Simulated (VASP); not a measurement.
Wanted: the native input for a VASP 6.6.1 run.

```yaml
Task: single point
Functional: PBEsol
Potentials_or_basis: VASP PAW PBE potentials, release 64 (Ge_d)
Cutoff: 520 eV
k_mesh: 10 × 10 × 6
Occupations: fermi-dirac, width 0.05 eV
Spin: no spin polarisation
Dipole_correction: no
Further_INCAR_settings: ALGO = Normal; EDIFF = 1e-06; NBANDS = 21
```

The structure of Ge lies in POSCAR:

```
Ge
1.0
    1.5187376569     -2.6481939939      0.0000000000
    1.5187376569      2.6481939939      0.0000000000
    0.0000000000      0.0000000000      4.5384919584
Ge
2
Direct
    0.3334466300      0.6665533700      0.2500000000
    0.6665533700      0.3334466300      0.7500000000
```

This isn't the form of Ge at room conditions, which is diamond.

The input as run:

INCAR

```
PREC = Accurate
ENCUT = 520
EDIFF = 1E-6
ISMEAR = -1
SIGMA = 0.05
LREAL = F
LASPH = T
NELM = 80
ALGO = Normal
ISIF = 2
LWAVE = F
LCHARG = F
GGA = PS
NBANDS = 21
```

KPOINTS

```
Automatic mesh
0
Gamma
  10 10 6
```

Potentials or basis: VASP PAW PBE potentials, release 64 (Ge_d).

Run with:

```sh
$ cat potpaw_PBE.64/Ge_d/POTCAR > POTCAR
$ mpirun -np 1 vasp_std > vasp.out
```

Results of the run:

The pressure is 0.6 GPa and the largest force is 0.007 eV/Å. The band gap on the k mesh is zero (bands 14 and 15 overlap by 8.73 eV).

Caveat: the PAW data sets were made with another functional, which shifts forces and pressure a little.

Wall time 29 s on 1 thread of Intel(R) Xeon(R) Platinum 8488C (Sapphire Rapids) (shared host), peak memory 0.2 GiB.
